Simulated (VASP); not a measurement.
# Ti2O (P-3m1) in VASP: single point with r2SCAN

Aim: the single point of Ti2O with r2SCAN.

Program: VASP 6.6.1. These are calculated values, not measurements. Logs are shortened: lines on timing, memory, paths and dates and some standing lists are left out, and cuts for length are marked.

## (1) The cell of the first run

It takes space group P-3m1 (No. 164, trigonal). Conventional cell: a = 2.951 Å, b = 2.951 Å, c = 12.628 Å, α = 90.00°, β = 90.00°, γ = 120.00°. Within 2.8 Å of Ti (site symmetry 3m) lie 3 O at 2.14 Å. Within 3.1 Å of Ti (site symmetry 3m) lie 3 O at 2.14 Å and 12 Ti at 2.80 to 3.10 Å. O (site symmetry 3m) has 6 Ti at 2.14 Å within 2.8 Å.

## (2) Single point, r2SCAN (the distance across one plane changed)

POSCAR

```
Ti2O
1.0
   -1.4757173909     -2.5560174986      0.0000000000
    1.4757173909     -2.5560174986      0.0000000000
    0.0000000000      0.0000000000     12.6280088048
Ti O
4 2
Direct
    0.3333333333      0.3333333333      0.6743298773
    0.3333333333      0.3333333333      0.2931134498
    0.6666666667      0.6666666667      0.0881029776
    0.6666666667      0.6666666667      0.4693194051
    1.0000000000      0.0000000000      0.1906082137
    1.0000000000      0.0000000000      0.5718246412
```

INCAR.step1

```
PREC = Accurate
ENCUT = 520
ISMEAR = 0
SIGMA = 0.15
LREAL = False
LASPH = True
NELM = 100
NBANDS = 39
GGA = PE
ALGO = Normal
EDIFF = 1E-4
LWAVE = True
LCHARG = False
```

INCAR.step2

```
PREC = Accurate
ENCUT = 520
EDIFF = 1E-6
ISMEAR = 0
SIGMA = 0.15
LREAL = False
LASPH = True
NELM = 100
ALGO = Normal
ISIF = 2
LWAVE = False
LCHARG = True
METAGGA = R2SCAN
LMIXTAU = True
LELF = True
LVHAR = True
NBANDS = 39
ISTART = 1
```

KPOINTS

```
regular mesh
0
Gamma
  18 18 5
```

Potentials or basis: VASP PAW PBE potentials, release 64 (Ti_sv, O).

Command:

```console
> cat potpaw_PBE.64/Ti_sv/POTCAR potpaw_PBE.64/O/POTCAR > POTCAR
> cp INCAR.step1 INCAR
> mpirun -np 1 vasp_std > vasp.out
> cp INCAR.step2 INCAR
> mpirun -np 1 vasp_std > vasp.out
```

OUTCAR:

```text
PREC = Accurate
   ENCUT = 520
   EDIFF = 1E-6
   ISMEAR = 0
   LREAL = False
   LASPH = True
   NELM = 100
   ISIF = 2
   METAGGA = R2SCAN
   ISTART = 1

 ion  position               nearest neighbor table
   1  0.333  0.333  0.674-   6 2.14   6 2.14   6 2.14
   2  0.333  0.333  0.293-   5 2.14   5 2.14   5 2.14   4 2.80   4 2.80   4 2.80
   3  0.667  0.667  0.088-   5 2.14   5 2.14   5 2.14
   4  0.667  0.667  0.469-   6 2.14   6 2.14   6 2.14   2 2.80   2 2.80   2 2.80
   5  0.000  0.000  0.191-   2 2.14   3 2.14   3 2.14   3 2.14   2 2.14   2 2.14
   6  0.000  0.000  0.572-   1 2.14   4 2.14   4 2.14   4 2.14   1 2.14   1 2.14

  LATTYP: Found a hexagonal cell.
 ALAT       =     2.9514347818
 C/A-ratio  =     4.2785999822

  Lattice vectors:

 A1 = (  -1.4757173909,   2.5560174986,   0.0000000000)
 A2 = (  -1.4757173909,  -2.5560174986,   0.0000000000)
 A3 = (   0.0000000000,   0.0000000000,  12.6280088048)

Analysis of symmetry for initial positions (statically):
=====================================================================
 Subroutine PRICEL returns:
 Original cell was already a primitive cell.

 Routine SETGRP: Setting up the symmetry group for a
 hexagonal supercell.

 Subroutine GETGRP returns: Found 12 space group operations
 (whereof  6 operations were pure point group operations)
 out of a pool of 24 trial point group operations.

The static configuration has the point symmetry C_3v.
 The point group associated with its full space group is D_3d.

Analysis of symmetry for dynamics (positions and initial velocities):
=====================================================================
 Subroutine PRICEL returns:
 Original cell was already a primitive cell.

 Routine SETGRP: Setting up the symmetry group for a
 hexagonal supercell.

 Subroutine GETGRP returns: Found 12 space group operations
 (whereof  6 operations were pure point group operations)
 out of a pool of 24 trial point group operations.

The dynamic configuration has the point symmetry C_3v.
 The point group associated with its full space group is D_3d.

 Subroutine INISYM returns: Found 12 space group operations
 (whereof  6 operations are pure point group operations),
 and found     1 'primitive' translations

----------------------------------------------------------------------------------------

                                     Primitive cell

  volume of cell :      95.2647

  direct lattice vectors                    reciprocal lattice vectors
    -1.475717391 -2.556017499  0.000000000    -0.338818261 -0.195616814  0.000000000
     1.475717391 -2.556017499  0.000000000     0.338818261 -0.195616814  0.000000000
     0.000000000  0.000000000 12.628008805     0.000000000  0.000000000  0.079189048

  length of vectors
     2.951434782  2.951434782 12.628008805     0.391233628  0.391233628  0.079189048

  position of ions in fractional coordinates (direct lattice)
     0.333333333  0.333333333  0.674329877
     0.333333333  0.333333333  0.293113450
     0.666666667  0.666666667  0.088102978
     0.666666667  0.666666667  0.469319405
     0.000000000  0.000000000  0.190608214
     0.000000000  0.000000000  0.571824641

  ion indices of the primitive-cell ions
   primitive index   ion index
                 1           1
                 2           2
                 3           3
                 4           4
                 5           5
                 6           6

----------------------------------------------------------------------------------------

 KPOINTS: regular mesh

Automatic generation of k-mesh.
 Grid dimensions read from file:
 generate k-points for:   18   18    5

 Generating k-lattice:

  Cartesian coordinates                     Fractional coordinates (reciprocal lattice)
    -0.018823237 -0.010867601  0.000000000     0.055555556  0.000000000  0.000000000
     0.018823237 -0.010867601  0.000000000     0.000000000  0.055555556  0.000000000
     0.000000000  0.000000000  0.015837810     0.000000000  0.000000000  0.200000000

  Length of vectors
     0.021735202  0.021735202  0.015837810

  Shift w.r.t. Gamma in fractional coordinates (k-lattice)
     0.000000000  0.000000000  0.000000000

 Subroutine IBZKPT returns following result:
 ===========================================

 Found    165 irreducible k-points:

 Following reciprocal coordinates:
            Coordinates               Weight
  0.000000  0.000000  0.000000      1.000000
  0.055556  0.000000  0.000000      6.000000
  0.111111  0.000000  0.000000      6.000000
  0.166667  0.000000  0.000000      6.000000
  0.222222 -0.000000  0.000000      6.000000
  0.277778  0.000000  0.000000      6.000000
[... 16 lines left out ...]
  0.444444  0.111111  0.000000     12.000000
  0.500000  0.111111  0.000000     12.000000
 [... further k-points ...]
   k-points           NKPTS =    165   k-points in BZ     NKDIM =    165   number of bands    NBANDS=     39
   number of dos      NEDOS =    301   number of ions     NIONS =      6
   total plane-waves  NPLWV =  55296
   dimension x,y,z NGX =    24 NGY =   24 NGZ =   96
   dimension x,y,z NGXF=    48 NGYF=   48 NGZF=  192
   ions per type =               4   2
   NGX,Y,Z   is equivalent  to a cutoff of  13.52, 13.52, 12.64 a.u.
   NGXF,Y,Z  is equivalent  to a cutoff of  27.04, 27.04, 25.28 a.u.
 SYSTEM =  unknown system
   PREC   = accura    normal or accurate (medium, high low for compatibility)
   ISTART =      1    job   : 0-new  1-cont  2-samecut
   ICHARG =      0    charge: 1-file 2-atom 10-const
   ISPIN  =      1    spin polarized calculation?
   LNONCOLLINEAR =      F non collinear calculations
   LSORBIT =      F    spin-orbit coupling
   LASPH  =      T    aspherical Exc in radial PAW
   ENCUT  =  520.0 eV  38.22 Ry    6.18 a.u.   5.49  5.49 23.48*2*pi/ulx,y,z
   NELM   =    100;   NELMIN=  2; NELMDL=  0     # of ELM steps
   EDIFF  = 0.1E-05   stopping-criterion for ELM
   LREAL  =      F    real-space projection
   EDIFFG = 0.1E-04   stopping-criterion for IOM
   NSW    =      0    number of steps for IOM
   IBRION =     -1    ionic relax: 0-MD 1-quasi-New 2-CG
   NFREE  =      0    steps in history (QN), initial steepest desc. (CG)
   ISIF   =      2    stress and relaxation
   ISYM   =      2    0-nonsym 1-usesym 2-fastsym
   POTIM  = 0.5000    time-step for ionic-motion
   TEBEG  =    0.0;   TEEND  =   0.0 temperature during run
   PSTRESS=    0.0 pullay stress
   NELECT =      60.0000    total number of electrons
   NUPDOWN=      -1.0000    fix difference up-down
   EMIN   =  10.00;   EMAX   =-10.00  energy-range for DOS
   EFERMI =   0.00;   METHOD = LEGACY
   ISMEAR =     0;   SIGMA  =   0.15  broadening in eV -4-tet -1-fermi 0-gaus
   EFERMI_NEDOS =   21; number of points for ismear=-14 and -15
   IALGO  =     38    algorithm
   IMIX   =      4    mixing-type and parameters
     AMIX     =   0.40;   BMIX     =  1.00
     AMIX_MAG =   1.60;   BMIX_MAG =  1.00
  volume/ion in A,a.u.               =      15.88       107.15
  Fermi-wavevector in a.u.,A,eV,Ry     =   1.403292  2.651837 26.792967  1.969228
  Thomas-Fermi vector in A             =   2.525968
   LORBIT       =      0    0 simple, 1 ext, 2 COOP (PROOUT), +10 PAW based schemes
   METAGGA = R2SCAN    functional components
   LHFCALC =     F    Hartree Fock is set to
   AEXX    =    0.0000 exact exchange contribution
   IVDW    =     0    specifies the selected vdW correction
   LEPSILON=     F    determine dielectric tensor
   LRPA    =     F    only Hartree local field effects (RPA)
 non-spin polarized calculation
 Gauss-broadening in eV      SIGMA  =   0.15
  energy-cutoff  :      520.00
  volume of cell :       95.26
 maximum number of plane-waves:      2633
 NGX is ok and might be reduce to    24
   NGX = 11   NGY = 11   NGZ = 47

 number of electron      59.9999995 magnetization

 Free energy of the ion-electron system (eV)
  ---------------------------------------------------
  ext. energy  EPLUGINS =         0.00000000
  ---------------------------------------------------
  free energy    TOTEN  =       -72.77815030 eV

  energy without entropy =      -72.68580194  energy(sigma->0) =      -72.73197612

 E-fermi :   6.7370     XC(G=0): -11.1376

 val. band max:        6.7350056492   @ k =   0.5000   0.1111   0.4000
 cond. band min:       6.7377822323   @ k =  -0.3889   0.2222   0.4000
 fundamental gap:      0.0027765831
 Fermi energy:         6.7369748691

 k-point     1 :       0.0000    0.0000    0.0000
  band No.  band energies     occupation
      1     -53.0073      2.00000
      2     -53.0066      2.00000
      3     -52.8374      2.00000
      4     -52.7440      2.00000
      5     -28.5436      2.00000
      6     -28.4834      2.00000
[... 31 lines left out ...]
     38       8.1350      0.00000
     39       8.1350      0.00000

 k-point     2 :       0.0556    0.0000    0.0000
  band No.  band energies     occupation
      1     -53.0050      2.00000
      2     -53.0044      2.00000
      3     -52.8346      2.00000
      4     -52.7424      2.00000
      5     -28.5376      2.00000
      6     -28.4801      2.00000
[... 31 lines left out ...]
     38       8.2217      0.00000
     39       8.2547      0.00000

 k-point     3 :       0.1111    0.0000    0.0000
  band No.  band energies     occupation
      1     -52.9985      2.00000
      2     -52.9979      2.00000
      3     -52.8265      2.00000
      4     -52.7379      2.00000
      5     -28.5203      2.00000
      6     -28.4707      2.00000
[... 832 lines left out ...]
 k-point    23 :       0.4444    0.1111    0.0000
  band No.  band energies     occupation
      1     -52.9379      2.00000
      2     -52.9378      2.00000
      3     -52.7437      2.00000
      4     -52.7037      2.00000
      5     -28.4243      2.00000
      6     -28.3936      2.00000
[... 31 lines left out ...]
     38       9.1271      0.00000
     39       9.2209      0.00000

 k-point    24 :       0.5000    0.1111    0.0000
  band No.  band energies     occupation
      1     -52.9317      2.00000
      2     -52.9317      2.00000
      3     -52.7331      2.00000
      4     -52.7023      2.00000
      5     -28.4346      2.00000
      6     -28.4152      2.00000
[... 31 lines left out ...]
     38       9.3179      0.00000
     39       9.5124      0.00000

 [... further k-points ...]

------------------------ aborting loop because EDIFF is reached ----------------------------------------

  FORCE on cell =-STRESS in cart. coord.  units (eV):
  Direction    XX          YY          ZZ          XY          YZ          ZX
  --------------------------------------------------------------------------------------
  -------------------------------------------------------------------------------------
  Total       -2.3511892     -2.3511892     -0.6815712      0.0000000     -0.0000000      0.0000000
  in kB      -39.5426948    -39.5426948    -11.4627783      0.0000000     -0.0000000      0.0000000
  external PRESSURE =     -30.1827227 kB  Pullay stress =       0.0000000 kB

 VOLUME and BASIS-vectors are now :
 -----------------------------------------------------------------------------
  energy-cutoff  :      520.00
  volume of cell :       95.26
      direct lattice vectors                 reciprocal lattice vectors
    -1.475717391 -2.556017499  0.000000000    -0.338818261 -0.195616814  0.000000000
     1.475717391 -2.556017499  0.000000000     0.338818261 -0.195616814  0.000000000
     0.000000000  0.000000000 12.628008805     0.000000000  0.000000000  0.079189048

 POSITION                                       TOTAL-FORCE (eV/Angst)
 -----------------------------------------------------------------------------------
      0.00000     -1.70401      8.51544         0.000000     -0.000000      0.315892
      0.00000     -1.70401      3.70144        -0.000000      0.000000     -0.280008
      0.00000     -3.40802      1.11257        -0.000000      0.000000     -0.315892
      0.00000     -3.40802      5.92657        -0.000000      0.000000      0.280008
      0.00000      0.00000      2.40700         0.000000     -0.000000      0.331635
      0.00000      0.00000      7.22101         0.000000      0.000000     -0.331635
 -----------------------------------------------------------------------------------
    total drift:                                0.000000      0.000000     -0.000004

  FREE ENERGIE OF THE ION-ELECTRON SYSTEM (eV)
  ---------------------------------------------------
  free  energy   TOTEN  =       -72.7781503018 eV

  energy  without entropy=      -72.6858019433  energy(sigma->0) =      -72.73197612
```

Run time: 18 min. Hardware: 1 thread of Intel Xeon 6975P-C (Granite Rapids), shared host; peak memory 0.57 GiB.

What came out:

- Free energy: -72.7782 eV
- Pressure: -3.0 GPa
- Largest force: 0.332 eV/Å
- Band gap on the k mesh: zero (bands 30 and 31 overlap by 0.57 eV)

Forces on the atoms (eV/Å):
```
Ti   0.000  0.000  0.316
Ti   0.000  0.000 -0.280
Ti   0.000  0.000 -0.316
Ti   0.000  0.000  0.280
O    0.000  0.000  0.332
O    0.000  0.000 -0.332
```

Stress tensor (GPa, compression positive):
```
-3.95  0.00  0.00
 0.00 -3.95  0.00
 0.00  0.00 -1.15
```

Caveat: the cell differs from its parent crystal (the distance across one plane changed); the cell stands under tension; the PAW data sets were made with another functional, which shifts forces and pressure a little.
